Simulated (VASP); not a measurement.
Write the native input for VASP 6.6.1 that does the following.

```
Task                   : single point
Functional             : PBEsol
Potentials or basis    : VASP PAW PBE potentials, release 64 (Cu)
Cutoff                 : 520 eV
k mesh                 : 11 × 9 × 42
Occupations            : gaussian, width 0.1 eV
Spin                   : no spin polarisation
Dipole correction      : no
Further INCAR settings : ALGO = Fast; EDIFF = 1e-06; NBANDS = 12; ISYM = 0
```

The structure of Cu lies in POSCAR:

```
Cu
1.0
    3.5633720178      0.0000000000      0.0000000000
   -1.7816860089      3.9839710305      0.0000000000
    0.0000000000     -2.3903826183      0.7967942061
Cu
1
Direct
    0.0000000000      0.0000000000      0.0000000000
```

One way to write it, as run:

INCAR

```
SYSTEM = Cu
  PREC = Accurate
  ENCUT = 520
  EDIFF = 1E-6
  ISMEAR = 0
  SIGMA = 0.1
  LREAL = .False.
  LASPH = .True.
  NELM = 100
  ALGO = Fast
  ISIF = 2
  LWAVE = .False.
  LCHARG = .False.
  GGA = PS
  NBANDS = 12
  ISYM = 0
```

KPOINTS

```
Automatic mesh
0
Gamma
  11 9 42
  0 0 0
```

Potentials or basis: VASP PAW PBE potentials, release 64 (Cu).

The run is started by

```console
$ cat potpaw_PBE.64/Cu/POTCAR > POTCAR
$ mpirun -np 1 vasp_std > vasp.out
```

It gave:

The pressure is 0.7 GPa.

Caveat: the k points lie up to 0.55 Å⁻¹ apart; the PAW data sets were made with another functional, which shifts forces and pressure a little.

Run time: 5.4 min on 1 thread of Intel(R) Xeon(R) Platinum 8488C (Sapphire Rapids), with other jobs on the host, peak memory 0.4 GiB.
